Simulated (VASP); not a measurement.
# AgCl: single point with PBEsol

The system is AgCl.

```xyz
4
Lattice="3.2535 0.0000 0.0000 0.0000 3.3312 0.0000 0.0000 0.0000 6.6623" Properties=species:S:1:pos:R:3 pbc="T T T"
Ag    0.0000    0.0000    0.0000
Ag    0.0000    0.0000    3.3312
Cl    1.6268    1.6656    1.6656
Cl    1.6268    1.6656    4.9967
```

```json
{
 "Program": "VASP 6.6.1",
 "Task": "single point",
 "Functional": "PBEsol",
 "Potentials or basis": "VASP PAW PBE potentials, release 64 (Ag, Cl)",
 "Cutoff": "520 eV",
 "k mesh": "10 × 10 × 6",
 "Occupations": "gaussian, width 0.05 eV",
 "Spin": "no spin polarisation"
}
```

```yaml
Pressure: 1.5 GPa
Band_gap_on_the_k_mesh: 0.43 eV
```

Stress tensor (GPa, compression positive):
```
2.42 0.00 0.00
0.00 1.05 0.00
0.00 0.00 1.05
```

Levels at points of the mesh, in eV from the valence-band top:
```tsv
k point	band 16	band 17	band 18	band 19	band 20	band 21
(0.00, 0.00, 0.00)	-1.71	-0.04	0.00	0.43	4.77	5.91
(0.50, 0.00, 0.00)	-1.23	-0.06	-0.06	2.61	4.63	6.00
(0.00, 0.50, 0.00)	-1.05	-0.04	0.00	2.38	4.77	5.91
(0.50, 0.50, 0.00)	-0.26	-0.20	-0.20	2.61	4.15	4.20
(0.00, 0.00, 0.50)	-0.77	-0.67	-0.67	2.52	2.52	8.70
(0.50, 0.00, 0.50)	-1.63	-0.53	-0.53	4.02	4.02	6.70
(0.00, 0.50, 0.50)	-1.58	-0.43	-0.43	3.87	3.87	6.92
(0.50, 0.50, 0.50)	-1.45	-0.47	-0.47	3.06	3.06	6.32
```

Wall time 97 s on 1 thread of AMD EPYC 9R45 96-Core Processor (Zen 5), with other jobs on the host, peak memory 0.31 GiB.

Caveat: semilocal functionals underestimate gaps, and a narrow one can read as zero; the PAW data sets were made with another functional, which shifts forces and pressure a little. A k mesh can miss the band edges.
